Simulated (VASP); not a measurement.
Input of a VASP 6.6.1 run:

Contents of INCAR:

```
PREC = Accurate
ENCUT = 520
EDIFF = 1E-6
ISMEAR = 0
SIGMA = 0.05
LREAL = F
LASPH = T
NELM = 150
ALGO = Normal
ISIF = 2
LWAVE = F
LCHARG = F
ISPIN = 2
MAGMOM = 2.79 -0.04 -0.04
LORBIT = 11
LMAXMIX = 4
LDAU = T
LDAUTYPE = 2
LDAUL = 2 -1
LDAUU = 1 0
LDAUJ = 0 0
LDAUPRINT = 1
GGA = PE
NBANDS = 24
```

Contents of KPOINTS:

```
regular mesh
0
Gamma
  7 7 6
```

Contents of POSCAR:

```
MnO2
1.0
    2.4302502300     -1.4897917300      0.0000000000
    2.4302502300      1.4897917300      0.0000000000
   -0.0023926100      0.0000000000      3.4271624400
Mn O
1 2
Direct
    0.0000000000      0.0000000000      0.0000000000
    0.6879000000      0.6879000000      0.2889000000
    0.3121000000      0.3121000000      0.7111000000
```

Potentials or basis: VASP PAW PBE potentials, release 64 (Mn_pv, O).

Command:

```sh
$ cat potpaw_PBE.64/Mn_pv/POTCAR potpaw_PBE.64/O/POTCAR > POTCAR
$ mpirun -np 1 vasp_std > vasp.out
```

(1) What does it give for the largest force?

(2) Estimate the net moment.

(3) Estimate the site moments.

## Answers

(1) 3.309 eV/Å.

(2) 3.00 μB per cell.

(3) Mn +3.00; O -0.04 μB.

Caveat: a cell with one magnetic atom can't hold antiferromagnetic order, which such compounds often take; forces of over 1 eV/Å act on the atoms, so gaps and moduli don't describe the material at rest.
